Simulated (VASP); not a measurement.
Pt, 1 atom in the cell. Symmetry: Im-3m, No. 229, cubic system. The conventional cell has a = 3.126 Å, b = 3.126 Å, c = 3.126 Å, α = 90.00°, β = 90.00°, γ = 90.00°. Within 3.6 Å of Pt (site symmetry m-3m) lie 14 Pt at 2.71 to 3.13 Å. 

* Program: VASP 6.6.1
* Task: single point
* Functional: PBEsol
* Potentials or basis: VASP PAW PBE potentials, release 64 (Pt)
* Cutoff: 500 eV
* k mesh: 13 × 13 × 13
* Occupations: methfessel-paxton, width 0.15 eV
* Spin: no spin polarisation
* Dipole correction: no
* Further INCAR settings: ALGO = Normal; EDIFF = 1e-06; NBANDS = 11

Potentials or basis: VASP PAW PBE potentials, release 64 (Pt).

The run is started by

```bash
$ cat potpaw_PBE.64/Pt/POTCAR > POTCAR
$ mpirun -np 1 vasp_std > vasp.out
```

Hardware: 1 thread of Intel Xeon 8259CL, with other jobs on the host.

Task: Estimate the wall time of this run.

Result: Wall time 14 s on 1 thread of Intel Xeon 8259CL, on a shared host, peak memory 0.13 GiB. Counts: scf iterations 11, k points 84.
